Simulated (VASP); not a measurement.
Input of a VASP 6.6.1 run:

Contents of INCAR:

```
SYSTEM = KTaO3
  PREC = Accurate
  ENCUT = 520
  EDIFF = 1E-6
  ISMEAR = -1
  SIGMA = 0.05
  LREAL = .FALSE.
  LASPH = .TRUE.
  NELM = 100
  ALGO = Normal
  ISIF = 2
  LWAVE = .FALSE.
  LCHARG = .TRUE.
  GGA = PE
  IVDW = 13
  LELF = .TRUE.
  LVHAR = .TRUE.
  NBANDS = 27
```

The input KPOINTS:

```
regular mesh
0
G
  7 7 7
  0 0 0
```

The input POSCAR:

```
KTaO3
1.0
    4.0104358416      0.0000000000      0.0000000000
    0.0000000000      4.0104358416      0.0000000000
    0.0000000000      0.0000000000      4.0104358416
Ta K O
1 1 3
Direct
    0.0000000000      0.0000000000      0.0000000000
    0.5000000000      0.5000000000      0.5000000000
    0.0000000000      0.0000000000      0.5000000000
    0.0000000000      0.5000000000      0.0000000000
    0.5000000000      0.0000000000      0.0000000000
```

Potentials or basis: VASP PAW PBE potentials, release 64 (Ta_pv, K_sv, O).

Launch:

```sh
$ cat potpaw_PBE.64/Ta_pv/POTCAR potpaw_PBE.64/K_sv/POTCAR potpaw_PBE.64/O/POTCAR > POTCAR
$ mpirun -np 1 vasp_std > vasp.out
```

**Question.** What does it give for the pressure?

**Answer.** 0.6 GPa.

**Question.** What does it give for the band gap on the k mesh?

**Answer.** 2.20 eV, indirect (least direct gap 2.77 eV).

Caveat: spin-orbit coupling is left out, which moves the levels of the heavy elements. A k mesh can miss the band edges.
